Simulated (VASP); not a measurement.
# ZrC (Fm-3m) in VASP: single point with r2SCAN

Aim: the single point of ZrC with r2SCAN.

All numbers are computed with VASP 6.6.1; they aren't measurements. Logs are shortened: lines on timing, memory, paths and dates and some standing lists are left out, and cuts for length are marked.

## (1) The cell of the first run

The structure is cubic, space group Fm-3m (No. 225). Conventional cell: a = 4.716 Å, b = 4.716 Å, c = 4.716 Å, α = 90.00°, β = 90.00°, γ = 90.00°. C (site symmetry m-3m) has 6 Zr at 2.36 Å within 3.1 Å. Within 3.1 Å of Zr (site symmetry m-3m) lie 6 C at 2.36 Å.

## (2) Single point, r2SCAN

POSCAR reads:

```
ZrC
1.0
    0.0000000000      2.3579410400      2.3579410400
    2.3579410400      0.0000000000      2.3579410400
    2.3579410400      2.3579410400      0.0000000000
C Zr
1 1
Direct
    0.0000000000      0.0000000000      0.0000000000
    0.5000000000      0.5000000000      0.5000000000
```

INCAR.step1 reads:

```
SYSTEM = ZrC
ALGO = Normal
EDIFF = 1E-5
ENCUT = 660
GGA = PE
GGA_COMPAT = .FALSE.
ISMEAR = -1
LASPH = .TRUE.
LCHARG = .FALSE.
LREAL = .FALSE.
LWAVE = .TRUE.
NBANDS = 15
NELM = 120
PREC = Accurate
SIGMA = 0.1
```

INCAR.step2 reads:

```
SYSTEM = ZrC
ALGO = Normal
EDIFF = 1E-6
ENCUT = 660
GGA_COMPAT = .FALSE.
ISIF = 2
ISMEAR = -1
ISTART = 1
LASPH = .TRUE.
LCHARG = .TRUE.
LELF = .TRUE.
LMIXTAU = .TRUE.
LREAL = .FALSE.
LVHAR = .TRUE.
LWAVE = .FALSE.
METAGGA = R2SCAN
NBANDS = 15
NELM = 120
PREC = Accurate
SIGMA = 0.1
```

KPOINTS reads:

```
k-points
0
G
  12 12 12
  0 0 0
```

Potentials or basis: VASP PAW PBE potentials, release 64 (C, Zr_sv).

Command:

```console
$ cat potpaw_PBE.64/C/POTCAR potpaw_PBE.64/Zr_sv/POTCAR > POTCAR
$ cp INCAR.step1 INCAR
$ mpirun -np 1 vasp_std > vasp.out
$ cp INCAR.step2 INCAR
$ mpirun -np 1 vasp_std > vasp.out
```

OUTCAR:

```text
SYSTEM = ZrC
   EDIFF = 1E-6
   ENCUT = 660
   ISIF = 2
   ISMEAR = -1
   ISTART = 1
   LASPH = .TRUE.
   LREAL = .FALSE.
   METAGGA = R2SCAN
   NELM = 120
   PREC = Accurate

 ion  position               nearest neighbor table
   1  0.000  0.000  0.000-   2 2.36   2 2.36   2 2.36   2 2.36   2 2.36   2 2.36
   2  0.500  0.500  0.500-   1 2.36   1 2.36   1 2.36   1 2.36   1 2.36   1 2.36

  LATTYP: Found a face centered cubic cell.
 ALAT       =     4.7158820800

  Lattice vectors:

 A1 = (   0.0000000000,   2.3579410400,   2.3579410400)
 A2 = (   2.3579410400,   0.0000000000,   2.3579410400)
 A3 = (   2.3579410400,   2.3579410400,   0.0000000000)

Analysis of symmetry for initial positions (statically):
=====================================================================
 Subroutine PRICEL returns:
 Original cell was already a primitive cell.

 Routine SETGRP: Setting up the symmetry group for a
 face centered cubic supercell.

 Subroutine GETGRP returns: Found 48 space group operations
 (whereof 48 operations were pure point group operations)
 out of a pool of 48 trial point group operations.

The static configuration has the point symmetry O_h .

Analysis of symmetry for dynamics (positions and initial velocities):
=====================================================================
 Subroutine PRICEL returns:
 Original cell was already a primitive cell.

 Routine SETGRP: Setting up the symmetry group for a
 face centered cubic supercell.

 Subroutine GETGRP returns: Found 48 space group operations
 (whereof 48 operations were pure point group operations)
 out of a pool of 48 trial point group operations.

The dynamic configuration has the point symmetry O_h .

 Subroutine INISYM returns: Found 48 space group operations
 (whereof 48 operations are pure point group operations),
 and found     1 'primitive' translations

----------------------------------------------------------------------------------------

                                     Primitive cell

  volume of cell :      26.2198

  direct lattice vectors                    reciprocal lattice vectors
     0.000000000  2.357941040  2.357941040    -0.212049407  0.212049407  0.212049407
     2.357941040  0.000000000  2.357941040     0.212049407 -0.212049407  0.212049407
     2.357941040  2.357941040  0.000000000     0.212049407  0.212049407 -0.212049407

  length of vectors
     3.334632198  3.334632198  3.334632198     0.367280347  0.367280347  0.367280347

  position of ions in fractional coordinates (direct lattice)
     0.000000000  0.000000000  0.000000000
     0.500000000  0.500000000  0.500000000

  ion indices of the primitive-cell ions
   primitive index   ion index
                 1           1
                 2           2

----------------------------------------------------------------------------------------

 KPOINTS: k-points

Automatic generation of k-mesh.
 Grid dimensions read from file:
 generate k-points for:   12   12   12

 Generating k-lattice:

  Cartesian coordinates                     Fractional coordinates (reciprocal lattice)
    -0.017670784  0.017670784  0.017670784     0.083333333  0.000000000  0.000000000
     0.017670784 -0.017670784  0.017670784     0.000000000  0.083333333  0.000000000
     0.017670784  0.017670784 -0.017670784     0.000000000  0.000000000  0.083333333

  Length of vectors
     0.030606696  0.030606696  0.030606696

  Shift w.r.t. Gamma in fractional coordinates (k-lattice)
     0.000000000  0.000000000  0.000000000

 Subroutine IBZKPT returns following result:
 ===========================================

 Found     72 irreducible k-points:

 Following reciprocal coordinates:
            Coordinates               Weight
  0.000000  0.000000  0.000000      1.000000
  0.083333  0.000000  0.000000      8.000000
  0.166667  0.000000  0.000000      8.000000
  0.250000  0.000000  0.000000      8.000000
  0.333333  0.000000  0.000000      8.000000
  0.416667  0.000000  0.000000      8.000000
[... 16 lines left out ...]
  0.500000  0.166667  0.000000     24.000000
 -0.416667  0.166667  0.000000     24.000000
 [... further k-points ...]
   k-points           NKPTS =     72   k-points in BZ     NKDIM =     72   number of bands    NBANDS=     15
   number of dos      NEDOS =    301   number of ions     NIONS =      2
   total plane-waves  NPLWV =  21952
   dimension x,y,z NGX =    28 NGY =   28 NGZ =   28
   dimension x,y,z NGXF=    56 NGYF=   56 NGZF=   56
   ions per type =               1   1
   NGX,Y,Z   is equivalent  to a cutoff of  13.96, 13.96, 13.96 a.u.
   NGXF,Y,Z  is equivalent  to a cutoff of  27.92, 27.92, 27.92 a.u.
 SYSTEM =  ZrC
   PREC   = accura    normal or accurate (medium, high low for compatibility)
   ISTART =      1    job   : 0-new  1-cont  2-samecut
   ICHARG =      0    charge: 1-file 2-atom 10-const
   ISPIN  =      1    spin polarized calculation?
   LNONCOLLINEAR =      F non collinear calculations
   LSORBIT =      F    spin-orbit coupling
   LASPH  =      T    aspherical Exc in radial PAW
   ENCUT  =  660.0 eV  48.51 Ry    6.96 a.u.   6.99  6.99  6.99*2*pi/ulx,y,z
   NELM   =    120;   NELMIN=  2; NELMDL=  0     # of ELM steps
   EDIFF  = 0.1E-05   stopping-criterion for ELM
   LREAL  =      F    real-space projection
   EDIFFG = 0.1E-04   stopping-criterion for IOM
   NSW    =      0    number of steps for IOM
   IBRION =     -1    ionic relax: 0-MD 1-quasi-New 2-CG
   NFREE  =      0    steps in history (QN), initial steepest desc. (CG)
   ISIF   =      2    stress and relaxation
   ISYM   =      2    0-nonsym 1-usesym 2-fastsym
   POTIM  = 0.5000    time-step for ionic-motion
   TEBEG  =    0.0;   TEEND  =   0.0 temperature during run
   PSTRESS=    0.0 pullay stress
   NELECT =      16.0000    total number of electrons
   NUPDOWN=      -1.0000    fix difference up-down
   EMIN   =  10.00;   EMAX   =-10.00  energy-range for DOS
   EFERMI =   0.00;   METHOD = LEGACY
   ISMEAR =    -1;   SIGMA  =   0.10  broadening in eV -4-tet -1-fermi 0-gaus
   EFERMI_NEDOS =   21; number of points for ismear=-14 and -15
   IALGO  =     38    algorithm
   IMIX   =      4    mixing-type and parameters
     AMIX     =   0.40;   BMIX     =  1.00
     AMIX_MAG =   1.60;   BMIX_MAG =  1.00
  volume/ion in A,a.u.               =      13.11        88.47
  Fermi-wavevector in a.u.,A,eV,Ry     =   1.388583  2.624042 26.234252  1.928163
  Thomas-Fermi vector in A             =   2.512695
   LORBIT       =      0    0 simple, 1 ext, 2 COOP (PROOUT), +10 PAW based schemes
   METAGGA = R2SCAN    functional components
   LHFCALC =     F    Hartree Fock is set to
   AEXX    =    0.0000 exact exchange contribution
   IVDW    =     0    specifies the selected vdW correction
   LEPSILON=     F    determine dielectric tensor
   LRPA    =     F    only Hartree local field effects (RPA)
 non-spin polarized calculation
  energy-cutoff  :      660.00
  volume of cell :       26.22
 maximum number of plane-waves:      1036
   NGX = 13   NGY = 13   NGZ = 13

 number of electron      16.0000000 magnetization

 Free energy of the ion-electron system (eV)
  ---------------------------------------------------
  ext. energy  EPLUGINS =         0.00000000
  ---------------------------------------------------
  free energy    TOTEN  =       -34.72940870 eV

  energy without entropy =      -34.72034047  energy(sigma->0) =      -34.72487459

 E-fermi :   9.5613     XC(G=0): -12.8885

 val. band max:        9.5279427117   @ k =   0.5000   0.5000   0.0000
 cond. band min:       9.6579234855   @ k =   0.0833   0.0000   0.0000
 fundamental gap:      0.1299807737
 Fermi energy:         9.5613272024

 k-point     1 :       0.0000    0.0000    0.0000
  band No.  band energies     occupation
      1     -40.3296      2.00000
      2     -17.3377      2.00000
      3     -17.3377      2.00000
      4     -17.3377      2.00000
      5      -2.4688      2.00000
      6      10.4544      0.00026
      7      10.4544      0.00026
      8      10.4544      0.00026
      9      10.8449      0.00001
     10      10.8449      0.00001
     11      10.8449      0.00001
     12      12.4707      0.00000
     13      12.4707      0.00000
     14      17.3666      0.00000
     15      20.6520      0.00000

 k-point     2 :       0.0833    0.0000    0.0000
  band No.  band energies     occupation
      1     -40.3228      2.00000
      2     -17.3994      2.00000
      3     -17.3428      2.00000
      4     -17.3428      2.00000
      5      -2.3097      2.00000
      6       9.4466      1.51820
      7       9.6579      0.55137
      8       9.6579      0.55137
      9      11.1255      0.00000
     10      11.1255      0.00000
     11      11.4917      0.00000
     12      13.3240      0.00000
     13      13.3240      0.00000
     14      17.7203      0.00000
     15      21.0824      0.00000

 k-point     3 :       0.1667    0.0000    0.0000
  band No.  band energies     occupation
      1     -40.3042      2.00000
      2     -17.5644      2.00000
      3     -17.3566      2.00000
      4     -17.3566      2.00000
      5      -1.8604      2.00000
      6       8.0788      2.00000
      7       8.5880      1.99988
      8       8.5880      1.99988
      9      11.6114      0.00000
     10      11.6114      0.00000
     11      12.0254      0.00000
     12      14.8877      0.00000
     13      14.8877      0.00000
     14      18.5403      0.00000
     15      22.1619      0.00000

 k-point     4 :       0.2500    0.0000    0.0000
  band No.  band energies     occupation
      1     -40.2788      2.00000
      2     -17.7819      2.00000
      3     -17.3754      2.00000
      4     -17.3754      2.00000
      5      -1.1970      2.00000
      6       6.7063      2.00000
      7       7.6804      2.00000
      8       7.6804      2.00000
      9      12.3282      0.00000
     10      12.3282      0.00000
     11      12.5554      0.00000
     12      16.5898      0.00000
     13      16.5898      0.00000
     14      19.1963      0.00000
     15      23.2536      0.00000
[... 307 lines left out ...]
 k-point    22 :       0.4167    0.1667    0.0000
  band No.  band energies     occupation
      1     -40.2323      2.00000
      2     -18.0056      2.00000
      3     -17.4971      2.00000
      4     -17.4715      2.00000
      5      -0.3768      2.00000
      6       5.3461      2.00000
      7       6.9829      2.00000
      8       7.5014      2.00000
      9      11.5148      0.00000
     10      14.3823      0.00000
     11      14.8948      0.00000
     12      16.9885      0.00000
     13      18.0224      0.00000
     14      20.5657      0.00000
     15      24.0045      0.00000

 k-point    23 :       0.5000    0.1667    0.0000
  band No.  band energies     occupation
      1     -40.2191      2.00000
      2     -18.0952      2.00000
      3     -17.5375      2.00000
      4     -17.4647      2.00000
      5       0.0137      2.00000
      6       4.9219      2.00000
      7       6.7456      2.00000
      8       7.0167      2.00000
      9      12.4877      0.00000
     10      14.5202      0.00000
     11      15.0884      0.00000
     12      17.9242      0.00000
     13      18.3847      0.00000
     14      20.1815      0.00000
     15      23.7497      0.00000

 k-point    24 :      -0.4167    0.1667    0.0000
  band No.  band energies     occupation
      1     -40.2174      2.00000
      2     -18.1044      2.00000
      3     -17.5666      2.00000
      4     -17.4436      2.00000
      5       0.1502      2.00000
      6       4.7448      2.00000
      7       6.7498      2.00000
      8       6.8136      2.00000
      9      13.4737      0.00000
     10      14.0471      0.00000
     11      14.6734      0.00000
     12      17.8669      0.00000
     13      19.3551      0.00000
     14      19.5977      0.00000
     15      23.5541      0.00000

 [... further k-points ...]
[... 5 lines left out ...]
  --------------------------------------------------------------------------------------
  -------------------------------------------------------------------------------------
  Total       -0.0848111     -0.0848111     -0.0848111      0.0000000      0.0000000     -0.0000000
  in kB       -5.1824421     -5.1824421     -5.1824421      0.0000000      0.0000000     -0.0000000
  external PRESSURE =      -5.1824421 kB  Pullay stress =       0.0000000 kB

 VOLUME and BASIS-vectors are now :
 -----------------------------------------------------------------------------
  energy-cutoff  :      660.00
  volume of cell :       26.22
      direct lattice vectors                 reciprocal lattice vectors
     0.000000000  2.357941040  2.357941040    -0.212049407  0.212049407  0.212049407
     2.357941040  0.000000000  2.357941040     0.212049407 -0.212049407  0.212049407
     2.357941040  2.357941040  0.000000000     0.212049407  0.212049407 -0.212049407

 POSITION                                       TOTAL-FORCE (eV/Angst)
 -----------------------------------------------------------------------------------
      0.00000      0.00000      0.00000         0.000000     -0.000000     -0.000000
      2.35794      2.35794      2.35794        -0.000000      0.000000      0.000000
 -----------------------------------------------------------------------------------
    total drift:                                0.000000      0.000000      0.000000

  FREE ENERGIE OF THE ION-ELECTRON SYSTEM (eV)
  ---------------------------------------------------
  free  energy   TOTEN  =       -34.7294087046 eV

  energy  without entropy=      -34.7203404749  energy(sigma->0) =      -34.72487459
```

It took 4.7 min on 1 thread of Intel Xeon 8259CL, shared host; peak memory 0.2 GiB.

What came out:

| Item | Value |
| --- | --- |
| Free energy | -34.7294 eV |
| Pressure | -0.5 GPa |
| Band gap on the k mesh | zero (bands 8 and 9 overlap by 1.32 eV) |

Caveat: the PAW data sets were made with another functional, which shifts forces and pressure a little.

The gap in the log of VASP goes by the Fermi energy; the results here count the filled bands.